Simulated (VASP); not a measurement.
Here is a VASP 6.6.1 calculation.

INCAR

```
SYSTEM = W
  PREC = Accurate
  ENCUT = 500
  EDIFF = 1E-7
  ISMEAR = -1
  SIGMA = 0.1
  LREAL = .False.
  LASPH = .True.
  NELM = 120
  ALGO = Normal
  ISIF = 3
  LWAVE = .False.
  LCHARG = .False.
  GGA = PS
  IBRION = 2
  NSW = 32
  EDIFFG = -0.005
  PSTRESS = 880.0
  GGA_COMPAT = .False.
  NELMIN = 4
```

Contents of KPOINTS:

```
regular mesh
0
Gamma
  16 16 16
  0 0 0
```

Contents of POSCAR:

```
W
1.0
    2.4147839978      0.0000000000      0.0000000000
    0.0000000000      2.4147839978      0.0000000000
    0.0000000000      0.0000000000      2.4147839978
W
1
Direct
    0.0000000000      0.0000000000      0.0000000000
```

Potentials or basis: VASP PAW PBE potentials, release 64 (W_sv).

Launch:

```console
$ cat potpaw_PBE.64/W_sv/POTCAR > POTCAR
$ mpirun -np 1 vasp_std > vasp.out
```

Predict the band gap on the k mesh.

zero (band 7 reaches 15.27 eV, above the bottom of band 8 at 11.30 eV).

Estimate the relaxed volume.

14.17 Å³/atom.

Final structure:
```yaml
crystal:
  lattice:
    - [2.41970, 0.00000, 0.00000]
    - [0.00000, 2.41970, 0.00000]
    - [0.00000, 0.00000, 2.41970]
  atoms:
    - { symbol: W, position: [0.00000, 0.00000, 0.00000] }
```

Caveat: the cell is relaxed towards a set pressure, so the enthalpy falls and the energy may rise; the PAW data sets were made with another functional, which shifts forces and pressure a little; spin-orbit coupling is left out, which moves the levels of the heavy elements.
